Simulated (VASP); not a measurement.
# VN2 (I4/mcm) in VASP: single point with PBE

Aim: the single point of VN2 with PBE.

Everything below comes from runs of VASP 6.6.1. Logs are shortened: lines on timing, memory, paths and dates and some standing lists are left out, and cuts for length are marked.

## 1. The cell of the first run

It takes space group I4/mcm (No. 140, tetragonal). The conventional cell has a = 4.303 Å, b = 4.303 Å, c = 4.989 Å, α = 90.00°, β = 90.00°, γ = 90.00°. V (site symmetry 422) has 8 N at 2.14 Å and 2 V at 2.49 Å within 2.8 Å. Within 1.8 Å of N (site symmetry m2m) lie 1 N at 1.38 Å.

## 2. Single point, PBE

INCAR reads:

```
SYSTEM = VN2
ALGO     = Normal         ! electronic algorithm
EDIFF    = 1E-6           ! SCF threshold, eV
ENCUT    = 520            ! plane-wave cutoff, eV
GGA      = PE             ! functional
ISIF     = 2              ! what is computed and relaxed
ISMEAR   = -1             ! smearing method
LASPH    = .TRUE.         ! aspherical terms in the spheres
LCHARG   = .FALSE.        ! write CHGCAR
LREAL    = .FALSE.        ! projectors in reciprocal space
LWAVE    = .FALSE.        ! write WAVECAR
NBANDS   = 32             ! bands
NELM     = 80             ! most SCF steps
PREC     = Accurate       ! precision mode
SIGMA    = 0.15           ! smearing width, eV
```

KPOINTS reads:

```
k-points
0
G
  12 12 12
  0 0 0
```

POSCAR reads:

```
VN2
1.0
   -2.1513038808      2.1513038808      2.4945854847
    2.1513038808     -2.1513038808      2.4945854847
    2.1513038808      2.1513038808     -2.4945854847
V N
2 4
Direct
    0.2500000000      0.2500000000      0.0000000000
    0.7500000000      0.7500000000      0.0000000000
    0.1135741936      0.6135741936      0.7271483873
    0.6135741936      0.8864258064      0.5000000000
    0.8864258064      0.3864258064      0.2728516127
    0.3864258064      0.1135741936      0.5000000000
```

Potentials or basis: VASP PAW PBE potentials, release 64 (V_sv, N).

Launch:

```console
cat potpaw_PBE.64/V_sv/POTCAR potpaw_PBE.64/N/POTCAR > POTCAR
mpirun -np 1 vasp_std > vasp.out
```

OUTCAR:

```text
SYSTEM = VN2
   EDIFF = 1E-6
   ENCUT = 520
   GGA = PE
   ISIF = 2
   ISMEAR = -1
   LASPH = .TRUE.
   LREAL = .FALSE.
   NELM = 80
   PREC = Accurate

 ion  position               nearest neighbor table
   1  0.250  0.250  0.000-   3 2.14   5 2.14   4 2.14   6 2.14   6 2.14   4 2.14   3 2.14   5 2.14
                             2 2.49   2 2.49
   2  0.750  0.750  0.000-   3 2.14   5 2.14   4 2.14   6 2.14   4 2.14   6 2.14   5 2.14   3 2.14
                             1 2.49   1 2.49
   3  0.114  0.614  0.727-   5 1.38   2 2.14   1 2.14   1 2.14   2 2.14
   4  0.614  0.886  0.500-   6 1.38   2 2.14   1 2.14   2 2.14   1 2.14
   5  0.886  0.386  0.273-   3 1.38   2 2.14   1 2.14   2 2.14   1 2.14
   6  0.386  0.114  0.500-   4 1.38   1 2.14   2 2.14   1 2.14   2 2.14

  LATTYP: Found a body centered tetragonal cell.
 ALAT       =     4.3026077616
 C/A-ratio  =     1.1595690906

  Lattice vectors:

 A1 = (  -2.1513038808,   2.1513038808,   2.4945854847)
 A2 = (   2.1513038808,  -2.1513038808,   2.4945854847)
 A3 = (   2.1513038808,   2.1513038808,  -2.4945854847)

Analysis of symmetry for initial positions (statically):
=====================================================================
 Subroutine PRICEL returns:
 Original cell was already a primitive cell.

 Routine SETGRP: Setting up the symmetry group for a
 body centered tetragonal supercell.

 Subroutine GETGRP returns: Found 16 space group operations
 (whereof  8 operations were pure point group operations)
 out of a pool of 16 trial point group operations.

The static configuration has the point symmetry C_4h.
 The point group associated with its full space group is D_4h.

Analysis of symmetry for dynamics (positions and initial velocities):
=====================================================================
 Subroutine PRICEL returns:
 Original cell was already a primitive cell.

 Routine SETGRP: Setting up the symmetry group for a
 body centered tetragonal supercell.

 Subroutine GETGRP returns: Found 16 space group operations
 (whereof  8 operations were pure point group operations)
 out of a pool of 16 trial point group operations.

The dynamic configuration has the point symmetry C_4h.
 The point group associated with its full space group is D_4h.

 Subroutine INISYM returns: Found 16 space group operations
 (whereof  8 operations are pure point group operations),
 and found     1 'primitive' translations

----------------------------------------------------------------------------------------

                                     Primitive cell

  volume of cell :      46.1808

  direct lattice vectors                    reciprocal lattice vectors
    -2.151303881  2.151303881  2.494585485     0.000000000  0.232417189  0.200434101
     2.151303881 -2.151303881  2.494585485     0.232417189  0.000000000  0.200434101
     2.151303881  2.151303881 -2.494585485     0.232417189  0.232417189  0.000000000

  length of vectors
     3.934358082  3.934358082  3.934358082     0.306906466  0.306906466  0.328687540

  position of ions in fractional coordinates (direct lattice)
     0.250000000  0.250000000  0.000000000
     0.750000000  0.750000000  0.000000000
     0.113574194  0.613574194  0.727148387
     0.613574194  0.886425806  0.500000000
     0.886425806  0.386425806  0.272851613
     0.386425806  0.113574194  0.500000000

  ion indices of the primitive-cell ions
   primitive index   ion index
                 1           1
                 2           2
                 3           3
                 4           4
                 5           5
                 6           6

----------------------------------------------------------------------------------------

 KPOINTS: k-points

Automatic generation of k-mesh.
 Grid dimensions read from file:
 generate k-points for:   12   12   12

 Generating k-lattice:

  Cartesian coordinates                     Fractional coordinates (reciprocal lattice)
     0.000000000  0.019368099  0.016702842     0.083333333  0.000000000 -0.000000000
     0.019368099  0.000000000  0.016702842     0.000000000  0.083333333 -0.000000000
     0.019368099  0.019368099  0.000000000     0.000000000  0.000000000  0.083333333

  Length of vectors
     0.025575539  0.025575539  0.027390628

  Shift w.r.t. Gamma in fractional coordinates (k-lattice)
     0.000000000  0.000000000  0.000000000

 Subroutine IBZKPT returns following result:
 ===========================================

 Found    163 irreducible k-points:

 Following reciprocal coordinates:
            Coordinates               Weight
  0.000000  0.000000  0.000000      1.000000
  0.083333  0.000000  0.000000      8.000000
  0.166667  0.000000  0.000000      8.000000
  0.250000  0.000000 -0.000000      8.000000
  0.333333  0.000000 -0.000000      8.000000
  0.416667  0.000000 -0.000000      8.000000
[... 16 lines left out ...]
  0.500000  0.166667 -0.000000     16.000000
 -0.416667  0.166667 -0.000000     16.000000
 [... further k-points ...]
   k-points           NKPTS =    163   k-points in BZ     NKDIM =    163   number of bands    NBANDS=     32
   number of dos      NEDOS =    301   number of ions     NIONS =      6
   total plane-waves  NPLWV =  27000
   dimension x,y,z NGX =    30 NGY =   30 NGZ =   30
   dimension x,y,z NGXF=    60 NGYF=   60 NGZF=   60
   ions per type =               2   4
   NGX,Y,Z   is equivalent  to a cutoff of  12.68, 12.68, 12.68 a.u.
   NGXF,Y,Z  is equivalent  to a cutoff of  25.35, 25.35, 25.35 a.u.
 SYSTEM =  VN2
   PREC   = accura    normal or accurate (medium, high low for compatibility)
   ISTART =      0    job   : 0-new  1-cont  2-samecut
   ICHARG =      2    charge: 1-file 2-atom 10-const
   ISPIN  =      1    spin polarized calculation?
   LNONCOLLINEAR =      F non collinear calculations
   LSORBIT =      F    spin-orbit coupling
   LASPH  =      T    aspherical Exc in radial PAW
   ENCUT  =  520.0 eV  38.22 Ry    6.18 a.u.   7.32  7.32  7.32*2*pi/ulx,y,z
   NELM   =     80;   NELMIN=  2; NELMDL= -5     # of ELM steps
   EDIFF  = 0.1E-05   stopping-criterion for ELM
   LREAL  =      F    real-space projection
   EDIFFG = 0.1E-04   stopping-criterion for IOM
   NSW    =      0    number of steps for IOM
   IBRION =     -1    ionic relax: 0-MD 1-quasi-New 2-CG
   NFREE  =      0    steps in history (QN), initial steepest desc. (CG)
   ISIF   =      2    stress and relaxation
   ISYM   =      2    0-nonsym 1-usesym 2-fastsym
   POTIM  = 0.5000    time-step for ionic-motion
   TEBEG  =    0.0;   TEEND  =   0.0 temperature during run
   PSTRESS=    0.0 pullay stress
   NELECT =      46.0000    total number of electrons
   NUPDOWN=      -1.0000    fix difference up-down
   EMIN   =  10.00;   EMAX   =-10.00  energy-range for DOS
   EFERMI =   0.00;   METHOD = LEGACY
   ISMEAR =    -1;   SIGMA  =   0.15  broadening in eV -4-tet -1-fermi 0-gaus
   EFERMI_NEDOS =   21; number of points for ismear=-14 and -15
   IALGO  =     38    algorithm
   IMIX   =      4    mixing-type and parameters
     AMIX     =   0.40;   BMIX     =  1.00
     AMIX_MAG =   1.60;   BMIX_MAG =  1.00
  volume/ion in A,a.u.               =       7.70        51.94
  Fermi-wavevector in a.u.,A,eV,Ry     =   1.634959  3.089624 36.369600  2.673090
  Thomas-Fermi vector in A             =   2.726511
   LORBIT       =      0    0 simple, 1 ext, 2 COOP (PROOUT), +10 PAW based schemes
   GGA     = PE    functional components
   LHFCALC =     F    Hartree Fock is set to
   AEXX    =    0.0000 exact exchange contribution
   IVDW    =     0    specifies the selected vdW correction
   LEPSILON=     F    determine dielectric tensor
   LRPA    =     F    only Hartree local field effects (RPA)
 non-spin polarized calculation
  energy-cutoff  :      520.00
  volume of cell :       46.18
 maximum number of plane-waves:      1268
 NGX is ok and might be reduce to    30
   NGX = 15   NGY = 15   NGZ = 15

 number of electron      46.0000009 magnetization

 Free energy of the ion-electron system (eV)
  ---------------------------------------------------
  ext. energy  EPLUGINS =         0.00000000
  ---------------------------------------------------
  free energy    TOTEN  =       -53.43766705 eV

  energy without entropy =      -53.25762638  energy(sigma->0) =      -53.34764672

 E-fermi :  11.3619     XC(G=0): -13.6492

 val. band max:       11.3606886945   @ k =  -0.3333  -0.3333   0.0833
 cond. band min:      11.3628274219   @ k =  -0.3333   0.5000   0.3333
 fundamental gap:      0.0021387273
 Fermi energy:        11.3619121823

 k-point     1 :       0.0000    0.0000    0.0000
  band No.  band energies     occupation
      1     -54.1657      2.00000
      2     -54.0063      2.00000
      3     -28.2690      2.00000
      4     -28.0086      2.00000
      5     -28.0086      2.00000
      6     -27.9976      2.00000
[... 24 lines left out ...]
     31      13.6482      0.00000
     32      15.9088      0.00000

 k-point     2 :       0.0833    0.0000    0.0000
  band No.  band energies     occupation
      1     -54.1630      2.00000
      2     -54.0090      2.00000
      3     -28.2559      2.00000
      4     -28.0092      2.00000
      5     -28.0089      2.00000
      6     -27.9989      2.00000
[... 24 lines left out ...]
     31      13.7801      0.00000
     32      15.7990      0.00000
[... 733 lines left out ...]
     31      14.2883      0.00000
     32      15.1376      0.00000

 k-point    24 :      -0.4167    0.1667   -0.0000
  band No.  band energies     occupation
      1     -54.1351      2.00000
      2     -54.0357      2.00000
      3     -28.1707      2.00000
      4     -28.0932      2.00000
      5     -28.0225      2.00000
      6     -27.9958      2.00000
[... 24 lines left out ...]
     31      14.4271      0.00000
     32      15.1075      0.00000

 [... further k-points ...]

------------------------ aborting loop because EDIFF is reached ----------------------------------------

  FORCE on cell =-STRESS in cart. coord.  units (eV):
  Direction    XX          YY          ZZ          XY          YZ          ZX
  --------------------------------------------------------------------------------------
  -------------------------------------------------------------------------------------
  Total        0.2049174      0.2049174      0.1413922      0.0000000      0.0000000      0.0000000
  in kB        7.1093098      7.1093098      4.9053983      0.0000000      0.0000000      0.0000000
  external PRESSURE =       6.3746726 kB  Pullay stress =       0.0000000 kB

 VOLUME and BASIS-vectors are now :
 -----------------------------------------------------------------------------
  energy-cutoff  :      520.00
  volume of cell :       46.18
      direct lattice vectors                 reciprocal lattice vectors
    -2.151303881  2.151303881  2.494585485     0.000000000  0.232417189  0.200434101
     2.151303881 -2.151303881  2.494585485     0.232417189  0.000000000  0.200434101
     2.151303881  2.151303881 -2.494585485     0.232417189  0.232417189  0.000000000

 POSITION                                       TOTAL-FORCE (eV/Angst)
 -----------------------------------------------------------------------------------
      0.00000      0.00000      1.24729         0.000000     -0.000000      0.000000
      0.00000      0.00000      3.74188         0.000000     -0.000000      0.000000
      2.63997      0.48867     -0.00000         0.033535      0.033535     -0.000000
      1.66264      0.48867      2.49459        -0.033535      0.033535     -0.000000
     -0.48867      1.66264      2.49459        -0.033535     -0.033535      0.000000
      0.48867      1.66264      0.00000         0.033535     -0.033535     -0.000000
 -----------------------------------------------------------------------------------
    total drift:                                0.000000     -0.000000      0.000000

  FREE ENERGIE OF THE ION-ELECTRON SYSTEM (eV)
  ---------------------------------------------------
  free  energy   TOTEN  =       -53.4376670515 eV

  energy  without entropy=      -53.2576263839  energy(sigma->0) =      -53.34764672
```

Run time: 2.8 min. Hardware: 1 thread of Intel Xeon 6975P-C (Granite Rapids), shared host; peak memory 0.3 GiB.

Results:

```
Free energy            : -53.4377 eV
Pressure               : 0.6 GPa
Largest force          : 0.047 eV/Å
Band gap on the k mesh : zero (bands 23 and 24 overlap by 0.35 eV)
```

Forces in eV/Å, atoms in the order of the input:
```
V    0.000  0.000  0.000
V    0.000  0.000  0.000
N    0.034  0.034  0.000
N   -0.034  0.034  0.000
N   -0.034 -0.034  0.000
N    0.034 -0.034  0.000
```

Stress tensor (GPa, compression positive):
```
0.71 0.00 0.00
0.00 0.71 0.00
0.00 0.00 0.49
```

Levels at points of the mesh, in eV from the Fermi level:
| k point | band 20 | band 21 | band 22 | band 23 | band 24 | band 25 | band 26 | band 27 |
| --- | --- | --- | --- | --- | --- | --- | --- | --- |
| (0.00, 0.00, 0.00) | -2.84 | -2.52 | -2.46 | -2.46 | 0.86 | 1.01 | 1.01 | 1.35 |
| (0.50, 0.00, 0.00) | -3.26 | -3.03 | -3.03 | 0.23 | 0.23 | 0.82 | 0.82 | 1.10 |
| (0.50, 0.50, 0.00) | -4.61 | -2.66 | -2.52 | -1.22 | 0.11 | 0.88 | 1.19 | 1.90 |
| (0.50, 0.50, 0.50) | -2.00 | -2.00 | -0.13 | -0.12 | -0.07 | 0.02 | 0.12 | 1.94 |

Caveat: the run has no spin polarisation, though such a crystal can be magnetic. With open d or f shells a metallic result of PBE can be an artefact of self-interaction; +U or a hybrid may open a gap.
